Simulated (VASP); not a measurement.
La16HO24 (a cell with a defect): single point with LDA

La16HO24 (a cell with a defect):

```
La O H
1.0
     7.88115    0.00000    0.00000
    -3.94057    6.82527    0.00000
     0.00000    0.00000   12.37572
La O H
16 24 1
Direct
  0.33325 0.16482 0.37542
  0.16417 0.33342 0.12371
  0.33475 0.16577 0.87579
  0.16526 0.33492 0.62347
  0.33466 0.66561 0.37725
  0.16490 0.83545 0.12362
  0.33468 0.66541 0.87663
  0.16504 0.83490 0.62353
  0.83493 0.16522 0.37551
  0.66496 0.33468 0.12188
  0.83481 0.16578 0.87581
  0.66514 0.33501 0.62268
  0.83539 0.66682 0.37538
  0.66635 0.83561 0.12371
  0.83428 0.66533 0.87579
  0.66487 0.83468 0.62355
  0.33819 0.16833 0.17555
  0.16783 0.33863 0.32356
  0.99991 0.00107 0.99978
  0.33409 0.16614 0.67654
  0.16590 0.33433 0.82238
  0.00072 0.00002 0.49927
  0.33444 0.66591 0.17568
  0.16837 0.83188 0.32302
  0.00038 0.49951 0.99904
  0.33401 0.66624 0.67642
  0.16577 0.83439 0.82300
  0.99952 0.50067 0.49987
  0.83136 0.16850 0.17593
  0.66568 0.33476 0.32319
  0.49997 0.00005 0.99924
  0.83399 0.16613 0.67608
  0.66604 0.33439 0.82269
  0.49968 0.00061 0.49967
  0.83191 0.66193 0.17524
  0.66175 0.83233 0.32348
  0.49969 0.50014 0.99853
  0.83387 0.66622 0.67660
  0.66599 0.83454 0.82270
  0.50007 0.50016 0.50011
  0.99891 0.99949 0.24963
```

```json
{
 "Program": "VASP 6.6.1",
 "Task": "single point",
 "Functional": "LDA",
 "Potentials or basis": "VASP PAW LDA potentials, release 64 (La, O, H)",
 "Cutoff": "520 eV",
 "k mesh": "1 × 1 × 1, shifted",
 "Occupations": "fermi-dirac, width 0.01 eV",
 "Spin": "collinear spin",
 "Fixed moment": "1 μB",
 "Dipole correction": "no",
 "Further INCAR settings": "LREAL = Auto; ALGO = Normal; EDIFF = 1e-06; NBANDS = 190"
}
```

| Item | Value |
| --- | --- |
| Pressure | -8.2 GPa |
| Largest force | 0.239 eV/Å |
| Net moment | 1.00 μB per cell |
| Site moments | La +0.00, +0.02 (each value once); O +0.06, +0.01, +0.00 (each value once); H +0.23 μB |
| Valence electrons inside the program's atomic spheres | La 8.59, 8.60, 8.62 (each value once); O 4.99, 4.89 (each value once); H 0.42 |

Forces on the atoms (eV/Å):
```
La  -0.133  0.061 -0.184
La   0.124 -0.079  0.186
La  -0.114  0.075 -0.186
La   0.128 -0.056  0.172
La  -0.128  0.076 -0.187
La   0.098 -0.056  0.186
La  -0.125  0.069 -0.182
La   0.130 -0.071  0.173
La  -0.098  0.055 -0.189
La   0.133 -0.064  0.183
La  -0.127  0.074 -0.189
La   0.119 -0.067  0.165
La  -0.119  0.089 -0.188
La   0.142 -0.057  0.184
La  -0.117  0.067 -0.184
La   0.121 -0.069  0.171
O   -0.128  0.049  0.022
O    0.108 -0.084 -0.024
O    0.002 -0.003  0.008
O   -0.129  0.069  0.019
O    0.119 -0.075 -0.004
O   -0.005 -0.001 -0.001
O   -0.137  0.072  0.017
O    0.109 -0.068 -0.013
O   -0.008  0.003  0.000
O   -0.125  0.069  0.021
O    0.119 -0.077 -0.018
O    0.008 -0.001  0.002
O   -0.118  0.068  0.013
O    0.127 -0.081 -0.014
O    0.000  0.005  0.003
O   -0.119  0.067  0.024
O    0.120 -0.075 -0.013
O    0.006 -0.008  0.007
O   -0.108  0.080  0.026
O    0.120 -0.058 -0.019
O    0.006 -0.001  0.002
O   -0.123  0.073  0.020
O    0.122 -0.078 -0.013
O   -0.005  0.005  0.004
H    0.003  0.004 -0.001
```

Stress tensor (GPa, compression positive):
```
-8.60  0.46 -0.34
 0.46 -8.08  0.19
-0.34  0.19 -7.90
```

Wall time 95 min on 1 thread of Intel Xeon 8259CL (shared host), peak memory 1.2 GiB.

Caveat: the k points lie up to 0.46 Å⁻¹ apart; the total moment is fixed, so each spin has its own Fermi level and the state may be an excited one.
